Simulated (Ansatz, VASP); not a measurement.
Two plane-wave programs on Mg4Br

```
CELL_PARAMETERS angstrom
7.05434 0.00000 0.00000
0.00000 7.05434 0.00000
0.00000 0.00000 3.08089
ATOMIC_POSITIONS crystal
Mg 0.70176 0.00000 0.50000
Mg 0.29824 0.00000 0.50000
Mg 0.00000 0.70176 0.50000
Mg 0.00000 0.29824 0.50000
Br 0.50000 0.50000 0.50000
```

Alike in both runs: functional PBE; k mesh 6 × 6 × 12; occupations gaussian, width 0.1 eV; no spin polarisation.

Ansatz relaxed the structure, and its values are those at the end. VASP's run is a single point on that final structure, the one shown.

```csv
,VASP,Ansatz
version,VASP 6.6.1,Ansatz 0.2.0
potentials or method,"VASP PAW PBE potentials, release 64 (Mg, Br), cutoff 520 eV","scalar-relativistic, plane waves, PAW"
valence electrons in the cell,15,47
```

VASP gave:

```
gap on the k mesh at the Fermi level (eV) : none
pressure (GPa)                            : -0.1
rms of the force components (eV/Å)        : 0.003
```

**Question.** Which values does Ansatz return?

**Answer.** gap on the k mesh at the Fermi level (eV): none; pressure (GPa): 0.0; rms of the force components (eV/Å): 0.003.

A gap of «none» marks a metal or a gap that the smearing closes. VASP's potentials hold 15 valence electrons a cell and Ansatz's 47, so a difference there can come from the potentials and not from the codes.
